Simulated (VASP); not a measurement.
# Ta (I4/mmm) in VASP: notebook, part 2 of 2

VASP 6.6.1. Earlier steps stand in the parts before.

### 3 Single point, PBE (strain +0.0525 x Voigt [1, 1, 0, 0, 0, 0])

Input file INCAR:

```
ALGO     = Fast           # electronic algorithm
EDIFF    = 1E-7           # SCF threshold, eV
ENCUT    = 520            # plane-wave cutoff, eV
GGA      = PE             # functional
ISIF     = 2              # what is computed and relaxed
ISMEAR   = 0              # smearing method
LASPH    = T              # aspherical terms in the spheres
LCHARG   = F              # write CHGCAR
LREAL    = F              # projectors in reciprocal space
LWAVE    = F              # write WAVECAR
NBANDS   = 12             # bands
NELM     = 60             # most SCF steps
PREC     = Accurate       # precision mode
SIGMA    = 0.15           # smearing width, eV
```

Input file KPOINTS:

```
k-points
0
Gamma
  20 20 20
```

Input file POSCAR:

```
Ta
1.0
   -1.7379722000      1.7379722000      1.6512800000
    1.7379722000     -1.7379722000      1.6512800000
    1.7379722000      1.7379722000     -1.6512800000
Ta
1
Direct
    0.0000000000      0.0000000000      0.0000000000
```

Potentials or basis: VASP PAW PBE potentials, release 64 (Ta_pv).

The run is started by

```sh
$ cat potpaw_PBE.64/Ta_pv/POTCAR > POTCAR
$ mpirun -np 1 vasp_std > vasp.out
```

OUTCAR:

```text
EDIFF = 1E-7
   ENCUT = 520
   GGA = PE
   ISIF = 2
   ISMEAR = 0
   LASPH = T
   LREAL = F
   NELM = 60
   PREC = Accurate

 ion  position               nearest neighbor table
   1  0.000  0.000  0.000-

  LATTYP: Found a body centered tetragonal cell.
 ALAT       =     3.4759444000
 C/A-ratio  =     0.9501187648

  Lattice vectors:

 A1 = (  -1.7379722000,   1.7379722000,   1.6512800000)
 A2 = (   1.7379722000,  -1.7379722000,   1.6512800000)
 A3 = (   1.7379722000,   1.7379722000,  -1.6512800000)

Analysis of symmetry for initial positions (statically):
=====================================================================
 Subroutine PRICEL returns:
 Original cell was already a primitive cell.

 Routine SETGRP: Setting up the symmetry group for a
 body centered tetragonal supercell.

 Subroutine GETGRP returns: Found 16 space group operations
 (whereof 16 operations were pure point group operations)
 out of a pool of 16 trial point group operations.

The static configuration has the point symmetry D_4h.

Analysis of symmetry for dynamics (positions and initial velocities):
[... 171 lines left out ...]
      4      -2.8251      2.00000
      5       5.0348      0.00191
      6       5.6252      0.00000
      7       5.6252      0.00000
      8       7.9040      0.00000
      9       8.6996      0.00000
     10      18.9464      0.00000
     11      18.9464      0.00000
     12      19.8462      0.00000
[... 331 lines left out ...]
 k-point    24 :      -0.3500    0.0500   -0.0000
  band No.  band energies     occupation
      1     -29.4001      2.00000
      2     -29.0039      2.00000
      3     -28.8081      2.00000
      4       0.2578      2.00000
      5       3.7191      2.00000
      6       4.5684      1.80411
      7       8.1976      0.00000
      8       8.6690      0.00000
      9       9.1605      0.00000
     10      17.3763      0.00000
     11      18.7576      0.00000
     12      19.0478      0.00000

 [... further k-points ...]

------------------------ aborting loop because EDIFF is reached ----------------------------------------

  FORCE on cell =-STRESS in cart. coord.  units (eV):
  Direction    XX          YY          ZZ          XY          YZ          ZX
  --------------------------------------------------------------------------------------
  -------------------------------------------------------------------------------------
  Total       -1.9092609     -1.9092609     -1.4662857      0.0000000      0.0000000      0.0000000
  in kB     -153.3237693   -153.3237693   -117.7505181      0.0000000      0.0000000      0.0000000
  external PRESSURE =    -141.4660189 kB  Pullay stress =       0.0000000 kB

 VOLUME and BASIS-vectors are now :
 -----------------------------------------------------------------------------
  energy-cutoff  :      520.00
  volume of cell :       19.95
      direct lattice vectors                 reciprocal lattice vectors
    -1.737972200  1.737972200  1.651280000     0.000000000  0.287691598  0.302795407
     1.737972200 -1.737972200  1.651280000     0.287691598  0.000000000  0.302795407
     1.737972200  1.737972200 -1.651280000     0.287691598  0.287691598  0.000000000

 POSITION                                       TOTAL-FORCE (eV/Angst)
 -----------------------------------------------------------------------------------
      0.00000      0.00000      0.00000         0.000000      0.000000      0.000000
 -----------------------------------------------------------------------------------
    total drift:                                0.000000      0.000000      0.000000

  FREE ENERGIE OF THE ION-ELECTRON SYSTEM (eV)
  ---------------------------------------------------
  free  energy   TOTEN  =       -11.7333483690 eV

  energy  without entropy=      -11.7166685106  energy(sigma->0) =      -11.72500844
```

OSZICAR:

```text
N       E                     dE             d eps       ncg     rms          rms(c)
DAV:   1     0.602824770627E+02    0.60282E+02   -0.60957E+03 15456   0.859E+02
DAV:   2    -0.112197475971E+02   -0.71502E+02   -0.69729E+02 17236   0.240E+02
DAV:   3    -0.122785012745E+02   -0.10588E+01   -0.10467E+01 18628   0.275E+01
DAV:   4    -0.122818225074E+02   -0.33212E-02   -0.33204E-02 17244   0.171E+00
DAV:   5    -0.122818368085E+02   -0.14301E-04   -0.14301E-04 18508   0.106E-01    0.113E+01
RMM:   6    -0.118507051579E+02    0.43113E+00   -0.31269E-01 16472   0.457E+00    0.521E+00
RMM:   7    -0.117333108703E+02    0.11739E+00   -0.30122E-01 16980   0.436E+00    0.406E-01
RMM:   8    -0.117332778558E+02    0.33014E-04   -0.14004E-02 17996   0.103E+00    0.302E-01
RMM:   9    -0.117333492834E+02   -0.71428E-04   -0.24198E-03 18939   0.410E-01    0.719E-02
RMM:  10    -0.117333359369E+02    0.13347E-04   -0.38841E-04 19237   0.148E-01    0.881E-03
RMM:  11    -0.117333445275E+02   -0.85906E-05   -0.10661E-04 20775   0.645E-02    0.116E-02
RMM:  12    -0.117333465933E+02   -0.20658E-05   -0.21451E-05 21413   0.252E-02    0.364E-02
RMM:  13    -0.117333477663E+02   -0.11730E-05   -0.40789E-06 19624   0.105E-02    0.181E-02
RMM:  14    -0.117333480276E+02   -0.26127E-06   -0.64681E-07 16408   0.438E-03    0.136E-02
RMM:  15    -0.117333484066E+02   -0.37905E-06   -0.23921E-07 13519   0.222E-03    0.478E-03
RMM:  16    -0.117333483690E+02    0.37563E-07   -0.49907E-08 12162   0.173E-03
   1 F= -.11733348E+02 E0= -.11725008E+02  d E =-.166799E-01
```

It took 3.3 min on 1 thread of Intel Xeon 8259CL, shared host; peak memory 0.27 GiB.

What came out:

```
Free energy            : -11.7333 eV
Pressure               : -14.1 GPa
Band gap on the k mesh : zero (an odd number of electrons rules out a gap without spin polarisation)
```

Levels at points of the mesh, in eV from the Fermi level:
```csv
k point,band 2,band 3,band 4,band 5,band 6,band 7,band 8,band 9
"(0.00, 0.00, 0.00)",-33.50,-33.49,-7.53,0.33,0.92,0.92,3.20,3.99
"(0.50, 0.00, 0.00)",-33.78,-33.51,-3.94,-1.48,1.29,3.54,4.66,6.82
"(0.50, 0.50, 0.00)",-33.74,-33.48,-4.01,-0.87,0.95,2.94,4.11,6.73
"(0.50, 0.50, 0.50)",-34.11,-34.02,-3.31,-3.20,5.96,5.96,6.14,7.34
```

Caveat: the cell differs from its parent crystal (strain +0.0525 x Voigt [1, 1, 0, 0, 0, 0]); the cell stands under tension; spin-orbit coupling is left out, which moves the levels of the heavy elements.

### 4 Single point, PBE (strain +0.0600 x Voigt [1, 1, 0, 0, 0, 0])

Input file INCAR:

```
SYSTEM = Ta
PREC = Accurate
ENCUT = 520
EDIFF = 1E-6
ISMEAR = 0
SIGMA = 0.15
LREAL = .FALSE.
LASPH = .TRUE.
NELM = 100
ALGO = Fast
ISIF = 2
LWAVE = .FALSE.
LCHARG = .FALSE.
GGA = PE
NBANDS = 12
```

Input file KPOINTS:

```
regular mesh
0
G
  20 20 20
  0 0 0
```

Input file POSCAR:

```
Ta
1.0
   -1.7503568000      1.7503568000      1.6512800000
    1.7503568000     -1.7503568000      1.6512800000
    1.7503568000      1.7503568000     -1.6512800000
Ta
1
Direct
    0.0000000000      0.0000000000      0.0000000000
```

The run is started by

```sh
$ cat potpaw_PBE.64/Ta_pv/POTCAR > POTCAR
$ mpirun -np 1 vasp_std > vasp.out
```

It took 2.8 min on 1 thread of Intel Xeon 8259CL, shared host; peak memory 0.26 GiB.

The run converged. Its results:

- Free energy: -11.7044 eV
- Pressure: -16.0 GPa
- Band gap on the k mesh: zero (an odd number of electrons rules out a gap without spin polarisation)

Stress tensor (GPa, compression positive):
```
-17.24   0.00   0.00
  0.00 -17.24   0.00
  0.00   0.00 -13.56
```

Levels at points of the mesh, in eV from the Fermi level:
| k point | band 1 | band 2 | band 3 | band 4 | band 5 | band 6 | band 7 | band 8 | band 9 | band 10 |
| --- | --- | --- | --- | --- | --- | --- | --- | --- | --- | --- |
| (0.00, 0.00, 0.00) | -33.56 | -33.56 | -33.55 | -7.48 | 0.28 | 0.94 | 0.94 | 3.09 | 3.98 | 14.14 |
| (0.50, 0.00, 0.00) | -34.34 | -33.83 | -33.57 | -3.89 | -1.47 | 1.25 | 3.47 | 4.64 | 6.69 | 10.03 |
| (0.50, 0.50, 0.00) | -34.35 | -33.78 | -33.54 | -3.97 | -0.78 | 0.88 | 2.82 | 4.01 | 6.59 | 9.72 |
| (0.50, 0.50, 0.50) | -34.15 | -34.15 | -34.05 | -3.25 | -3.12 | 5.84 | 5.84 | 6.04 | 7.17 | 7.17 |

Caveat: the cell differs from its parent crystal (strain +0.0600 x Voigt [1, 1, 0, 0, 0, 0]); the cell stands under tension; spin-orbit coupling is left out, which moves the levels of the heavy elements.

### 5 Single point, PBE (strain -0.0600 x Voigt [1, 1, 0, 0, 0, 0])

Input file INCAR:

```
ALGO = Normal
EDIFF = 1E-6
ENCUT = 520
GGA = PE
ISIF = 2
ISMEAR = 0
LASPH = T
LCHARG = T
LELF = T
LREAL = F
LVHAR = T
LWAVE = F
NBANDS = 12
NELM = 100
PREC = Accurate
SIGMA = 0.15
```

Input file KPOINTS:

```
k-points
0
Gamma
  20 20 20
```

Input file POSCAR:

```
Ta
1.0
   -1.5522032000      1.5522032000      1.6512800000
    1.5522032000     -1.5522032000      1.6512800000
    1.5522032000      1.5522032000     -1.6512800000
Ta
1
Direct
    0.0000000000      0.0000000000      0.0000000000
```

The run is started by

```sh
$ cat potpaw_PBE.64/Ta_pv/POTCAR > POTCAR
$ mpirun -np 1 vasp_std > vasp.out
```

It took 1.9 min on 1 thread of Intel Xeon 8259CL, shared host; peak memory 0.23 GiB.

It converged, with:

- Free energy: -11.5609 eV
- Pressure: 36.0 GPa
- Band gap on the k mesh: zero (an odd number of electrons rules out a gap without spin polarisation)

Stress tensor (GPa, compression positive):
```
39.20  0.00  0.00
 0.00 39.20  0.00
 0.00  0.00 29.64
```

Levels at points of the mesh, in eV from the Fermi level:
| k point | band 3 | band 4 | band 5 | band 6 | band 7 | band 8 |
| --- | --- | --- | --- | --- | --- | --- |
| (0.00, 0.00, 0.00) | -32.58 | -8.38 | 0.45 | 0.45 | 1.33 | 3.78 |
| (0.50, 0.00, 0.00) | -32.59 | -4.98 | -1.63 | 2.09 | 3.74 | 5.68 |
| (0.50, 0.50, 0.00) | -32.66 | -5.00 | -2.53 | 2.61 | 5.24 | 6.04 |
| (0.50, 0.50, 0.50) | -33.69 | -4.73 | -4.51 | 7.70 | 8.00 | 8.00 |

Caveat: the cell differs from its parent crystal (strain -0.0600 x Voigt [1, 1, 0, 0, 0, 0]); the cell stands under pressure; spin-orbit coupling is left out, which moves the levels of the heavy elements.

### 6 Single point, PBE (strain -0.0450 x Voigt [1, 1, 0, 0, 0, 0])

Input file INCAR:

```
SYSTEM = Ta
  PREC = Accurate
  ENCUT = 520
  EDIFF = 1E-6
  ISMEAR = 0
  SIGMA = 0.15
  LREAL = .FALSE.
  LASPH = .TRUE.
  NELM = 80
  ALGO = Normal
  ISIF = 2
  LWAVE = .FALSE.
  LCHARG = .FALSE.
  GGA = PE
  NBANDS = 12
```

Input file KPOINTS:

```
regular mesh
0
G
  20 20 20
  0 0 0
```

Input file POSCAR:

```
Ta
1.0
   -1.5769724000      1.5769724000      1.6512800000
    1.5769724000     -1.5769724000      1.6512800000
    1.5769724000      1.5769724000     -1.6512800000
Ta
1
Direct
    0.0000000000      0.0000000000      0.0000000000
```

Potentials or basis: VASP PAW PBE potentials, release 64 (Ta_pv).

The run is started by

```sh
$ cat potpaw_PBE.64/Ta_pv/POTCAR > POTCAR
$ mpirun -np 1 vasp_std > vasp.out
```

Wall time 1.9 min (1 thread of Intel Xeon 8259CL, shared host); peak memory 0.25 GiB.

Results (log left out):

| Quantity | Value |
| --- | --- |
| Free energy | -11.6688 eV |
| Pressure | 26.2 GPa |
| Band gap on the k mesh | zero (an odd number of electrons rules out a gap without spin polarisation) |

Stress tensor (GPa, compression positive):
```
28.45  0.00  0.00
 0.00 28.45  0.00
 0.00  0.00 21.78
```

Levels at points of the mesh, in eV from the Fermi level:
```
           k point  band 1  band 2  band 3  band 4  band 5  band 6  band 7  band 8  band 9  band 10
(0.00, 0.00, 0.00)  -32.70  -32.70  -32.70   -8.26    0.54    0.54    1.17    3.87    4.75    14.89
(0.50, 0.00, 0.00)  -34.28  -33.18  -32.70   -4.81   -1.60    1.95    3.84    5.45    8.66    12.44
(0.50, 0.50, 0.00)  -34.26  -33.24  -32.75   -4.81   -2.26    2.32    4.87    5.74    8.84    12.28
(0.50, 0.50, 0.50)  -33.88  -33.73  -33.73   -4.47   -4.31    7.48    7.70    7.70    8.76     9.96
```

Caveat: the cell differs from its parent crystal (strain -0.0450 x Voigt [1, 1, 0, 0, 0, 0]); the cell stands under pressure; spin-orbit coupling is left out, which moves the levels of the heavy elements.

### 7 The runs side by side

```csv
cell,gap on the mesh (eV),pressure (GPa)
"a = 2.947 Å, angles 108.3, 108.3, 111.8°, 1 atom",none,-12.2
"a = 2.961 Å, angles 108.1, 108.1, 112.2°, 1 atom",none,-14.1
"a = 2.976 Å, angles 107.9, 107.9, 112.6°, 1 atom",none,-16.0
"a = 2.747 Å, angles 111.2, 111.2, 106.1°, 1 atom",none,36.0
"a = 2.775 Å, angles 110.7, 110.7, 107.0°, 1 atom",none,26.2
```

Alike in all rows: task single point; level PBE; potentials or basis VASP PAW PBE potentials, release 64 (Ta_pv); no spin polarisation; k mesh 20 × 20 × 20; cutoff (eV) 520; smearing gaussian 0.15 eV.

Caveats: spin-orbit coupling is left out, which moves the levels of the heavy elements; the cell stands under tension (at least some runs); the cell stands under pressure (at least some runs).

Absolute energies hang on the potentials; compare differences alone.
